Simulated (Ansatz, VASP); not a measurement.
Two plane-wave programs on Sc2B5F

```xyz
8
Lattice="4.1194 0.0000 0.0000 -2.0597 3.5675 0.0000 0.0000 0.0000 7.2259" Properties=species:S:1:pos:R:3 pbc="T T T"
Sc    2.0597    1.1892    0.0000
Sc    0.0000    0.0000    3.6129
B     0.0000    0.0000    5.6306
B     0.0000    0.0000    1.5953
B    -0.6169    2.7345    0.0000
B     0.0000    1.6660    0.0000
B     0.6169    2.7345    0.0000
F     0.0000    2.3783    3.6129
```

Alike in both runs: task single point; functional PBE; k mesh 6 × 6 × 4; occupations gaussian, width 0.1 eV; collinear spin.

|  | VASP | Ansatz |
| --- | --- | --- |
| version | VASP 6.6.1 | Ansatz 0.2.0 |
| potentials or method | VASP PAW PBE potentials, release 64 (Sc_sv, B, F), cutoff 520 eV | scalar-relativistic, plane waves, PAW |
| valence electrons in the cell | 44 | 44 |

|  | VASP | Ansatz | Ansatz less VASP |
| --- | --- | --- | --- |
| gap on the k mesh at the Fermi level (eV) | none | none | - |
| rms of the force components (eV/Å) | 10.518 | 10.326 | -0.1923 |
| net moment per atom (μB) | 0.00 | 0.00 | 0.000 |

Atom by atom the forces differ by 0.195 eV/Å (rms over components). A gap of «none» marks a metal or a gap that the smearing closes. Ansatz's warnings: seeded moment not kept.
